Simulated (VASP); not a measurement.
Here is a VASP 6.6.1 calculation.

File INCAR:

```
PREC = Accurate
ENCUT = 520
EDIFF = 1E-6
ISMEAR = 0
SIGMA = 0.1
LREAL = F
LASPH = T
NELM = 100
ALGO = Normal
ISIF = 2
LWAVE = F
LCHARG = F
GGA = PE
NBANDS = 22
```

The input KPOINTS:

```
regular mesh
0
Gamma
  12 12 6
```

File POSCAR:

```
Zr2H3
1.0
    3.3011025113      0.0000000000      0.0000000000
   -1.6505512556      2.8588386353      0.0000000000
    0.0000000000      0.0000000000      6.0777709848
Zr H
2 3
Direct
    0.0000000000      0.0000000000      0.2626630681
    0.0000000000      0.0000000000      0.7373369319
    0.3333333333      0.6666666667      0.1715387422
    0.3333333333      0.6666666667      0.8284612578
    0.6666666667      0.3333333333      0.5000000000
```

Potentials or basis: VASP PAW PBE potentials, release 64 (Zr_sv, H).

Run with:

```sh
$ cat potpaw_PBE.64/Zr_sv/POTCAR potpaw_PBE.64/H/POTCAR > POTCAR
$ mpirun -np 1 vasp_std > vasp.out
```

**Question.** What does it give for the pressure?

**Answer.** 0.0 GPa.

**Question.** Predict the band gap on the k mesh.

**Answer.** Zero (an odd number of electrons rules out a gap without spin polarisation).

Forces in eV/Å, atoms in the order of the input:
```
Zr   0.000  0.000  0.001
Zr   0.000  0.000 -0.001
H    0.000  0.000 -0.009
H    0.000  0.000  0.009
H    0.000  0.000  0.000
```

Caveat: an odd number of electrons without spin polarisation forces a metal; a magnetic or distorted state may lie lower.
